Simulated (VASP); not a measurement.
# Al: single point with PBE

Al:

```
Al
1.0
     3.23605    0.00000    0.00000
     0.00000    3.23605    0.00000
     0.00000    0.00000    3.23605
Al
2
Direct
  0.00000 0.00000 0.00000
  0.50000 0.50000 0.50000
```

This isn't the form of Al at room conditions, which is fcc.

```
Program                : VASP 6.6.1
Task                   : single point
Functional             : PBE
Potentials or basis    : VASP PAW PBE potentials, release 64 (Al)
Cutoff                 : 520 eV
k mesh                 : 11 × 11 × 11
Occupations            : fermi-dirac, width 0.1 eV
Spin                   : no spin polarisation
Dipole correction      : no
Further INCAR settings : ALGO = Normal; EDIFF = 1e-06; NBANDS = 10
```

The pressure is 0.0 GPa and the band gap on the k mesh is zero (bands 3 and 4 overlap by 7.12 eV).

Levels at points of the mesh, in eV from the Fermi level:
| k point | band 1 | band 2 | band 3 | band 4 | band 5 | band 6 |
| --- | --- | --- | --- | --- | --- | --- |
| (0.00, 0.00, 0.00) | -11.00 | 1.77 | 1.77 | 1.77 | 2.98 | 2.98 |

It took 8.7 s on 1 thread of Intel Xeon 8259CL, on a shared host, peak memory 0.14 GiB.
